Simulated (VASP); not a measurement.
Here is a VASP 6.6.1 calculation.

File INCAR:

```
PREC = Accurate ; ENCUT = 600
EDIFF = 1E-6 ; ISMEAR = 0
SIGMA = 0.1 ; LREAL = F
LASPH = T ; NELM = 80
ALGO = Normal ; ISIF = 3
LWAVE = F ; LCHARG = F
GGA = PE ; IBRION = 2
NSW = 90 ; EDIFFG = -0.04
```

Contents of KPOINTS:

```
Automatic mesh
0
Gamma
  6 6 4
```

The input POSCAR:

```
InGaO
1.0
    4.0113284700      0.0000000000      0.0000000000
   -2.0056642300      3.4739123500      0.0000000000
    0.0000000000      0.0000000000      4.4618041300
In Ga O
1 1 1
Direct
    0.6666666700      0.3333333300      0.5000000000
    0.0000000000      0.0000000000      0.0000000000
    0.3333333300      0.6666666700      0.5000000000
```

Potentials or basis: VASP PAW PBE potentials, release 64 (In_d, Ga_d, O).

Command:

```console
$ cat potpaw_PBE.64/In_d/POTCAR potpaw_PBE.64/Ga_d/POTCAR potpaw_PBE.64/O/POTCAR > POTCAR
$ mpirun -np 1 vasp_std > vasp.out
```

Problem. Predict the relaxed cell.

Solution. a = 3.739 Å, b = 3.739 Å, c = 5.083 Å, α = 90.00°, β = 90.00°, γ = 120.00°.

Problem. Predict the band gap on the k mesh.

Solution. Zero (bands 16 and 17 overlap by 0.22 eV).

The path:
```tsv
step	energy change (eV)	largest force (eV/Å)	pressure (GPa)	volume (Å³)
1	0.0000	0.0000	-4.25	62.18
2	-0.1032	0.0000	-0.50	57.34
3	-0.1054	0.0000	0.55	56.57
4	-0.1054	0.0000	0.32	56.68
5	-0.1096	0.0000	0.21	56.94
6	-0.1191	0.0000	0.29	57.64
7	-0.1293	0.0000	0.37	58.98
8	-0.1353	0.0000	0.76	61.39
9	-0.1354	0.0000	0.68	59.93
10	-0.1389	0.0000	0.69	60.68
11	-0.1306	0.0000	-1.47	63.78
12	-0.1405	0.0000	0.01	61.54
```

Caveat: spin-orbit coupling is left out, which moves the levels of the heavy elements.
